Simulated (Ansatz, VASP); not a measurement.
Two plane-wave programs on CdTe

```
Cd Te
1.0
     0.00000    2.93847    2.93847
     2.93847    0.00000    2.93847
     2.93847    2.93847    0.00000
Cd Te
1 1
Direct
  0.00000 0.00000 0.00000
  0.50000 0.50000 0.50000
```

Alike in both runs: task single point; functional PBE; k mesh 12 × 12 × 12; occupations gaussian, width 0.1 eV; no spin polarisation.

|  | VASP | Ansatz |
| --- | --- | --- |
| version | VASP 6.6.1 | Ansatz 0.2.0 |
| potentials or method | VASP PAW PBE potentials, release 64 (Cd, Te), cutoff 500 eV | scalar-relativistic, plane waves, PAW |
| valence electrons in the cell | 18 | 36 |

```csv
,VASP,Ansatz,Ansatz less VASP
gap on the k mesh at the Fermi level (eV),none,none,-
pressure (GPa),8.1,7.8,-0.27
```

A gap of «none» marks a metal or a gap that the smearing closes. With one functional, cell and mesh, what is left measures potentials, basis and numerics. VASP's potentials hold 18 valence electrons a cell and Ansatz's 36, so a difference there can come from the potentials and not from the codes.

Spin-orbit coupling is off throughout.
